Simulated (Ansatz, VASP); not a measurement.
One calculation of MgB12, two programs

The input INCAR:

```
PREC = Accurate
ENCUT = 600
EDIFF = 1E-6
ISMEAR = 0
SIGMA = 0.1
LREAL = False
LASPH = True
NELM = 80
ALGO = Normal
ISIF = 3
LWAVE = False
LCHARG = False
GGA = PE
IBRION = 2
NSW = 90
EDIFFG = -0.04
```

Contents of KPOINTS:

```
Automatic mesh
0
Gamma
  4 4 4
```

The input POSCAR:

```
MgB12
1.0
    0.0000000000      4.2030666100      4.2030666100
    4.2030666100      0.0000000000      4.2030666100
    4.2030666100      4.2030666100      0.0000000000
Mg B
1 12
Direct
    0.0000000000      0.0000000000      0.0000000000
    0.4413183900      0.4413183900      0.4413183900
    0.4413183900      0.4413183900      0.6760448400
    0.4413183900      0.6760448400      0.4413183900
    0.6760448400      0.4413183900      0.4413183900
    0.5793365800      0.9206634200      0.9206634200
    0.9206634200      0.5793365800      0.5793365800
    0.9206634200      0.5793365800      0.9206634200
    0.5793365800      0.9206634200      0.5793365800
    0.9206634200      0.9206634200      0.5793365800
    0.5793365800      0.5793365800      0.9206634200
    0.2500000000      0.2500000000      0.2500000000
    0.5000000000      0.5000000000      0.5000000000
```

Input for Ansatz:

```yaml
crystal:
  lattice:
    - [0.0, 4.20306661, 4.20306661]
    - [4.20306661, 0.0, 4.20306661]
    - [4.20306661, 4.20306661, 0.0]
  atoms:
    - { symbol: Mg, position: [0.0, 0.0, 0.0] }
    - { symbol: B, position: [0.44131839, 0.44131839, 0.44131839] }
    - { symbol: B, position: [0.44131839, 0.44131839, 0.67604484] }
    - { symbol: B, position: [0.44131839, 0.67604484, 0.44131839] }
    - { symbol: B, position: [0.67604484, 0.44131839, 0.44131839] }
    - { symbol: B, position: [0.57933658, 0.92066342, 0.92066342] }
    - { symbol: B, position: [0.92066342, 0.57933658, 0.57933658] }
    - { symbol: B, position: [0.92066342, 0.57933658, 0.92066342] }
    - { symbol: B, position: [0.57933658, 0.92066342, 0.57933658] }
    - { symbol: B, position: [0.92066342, 0.92066342, 0.57933658] }
    - { symbol: B, position: [0.57933658, 0.57933658, 0.92066342] }
    - { symbol: B, position: [0.25, 0.25, 0.25] }
    - { symbol: B, position: [0.5, 0.5, 0.5] }
basis:
  ecutwfc: 420
kpoints:
  mp_grid: { grid: [4, 4, 4] }
hamiltonian:
  xc: pbe
scf:
  occupations: { method: gaussian, width: 0.1 }
  lower_state_search: "off"
output:
  forces: true
  stress: true
  eigenvalues: true
relax:
  adjacent_minimum: "off"
  f_tol: 0.04
  max_steps: 70
  cell: { stress_tol: 0.4 }
```

Alike in both runs: task relaxation of cell and atoms; functional PBE; k mesh 4 × 4 × 4; occupations gaussian, width 0.1 eV; no spin polarisation.

|  | VASP | Ansatz |
| --- | --- | --- |
| version | VASP 6.6.1 | Ansatz 0.2.0 |
| potentials or method | VASP PAW PBE potentials, release 64 (Mg, B), cutoff 600 eV | scalar-relativistic, plane waves, PAW |
| valence electrons in the cell | 38 | 46 |

|  | VASP | Ansatz | Ansatz less VASP |
| --- | --- | --- | --- |
| gap on the k mesh at the Fermi level, each at its own relaxed structure (eV) | none | none | - |
| relaxed volume (Å³/atom) | 10.78 | 8.35 | -2.433 |
| relaxed cell length with the largest relative difference (Å) | 5.831 | 5.355 | -0.4763 |

A gap of «none» marks a metal or a gap that the smearing closes. One of these differences is far larger than is usual between the two programs; its cause wasn't traced. VASP's potentials hold 38 valence electrons a cell and Ansatz's 46, so a difference there can come from the potentials and not from the codes.
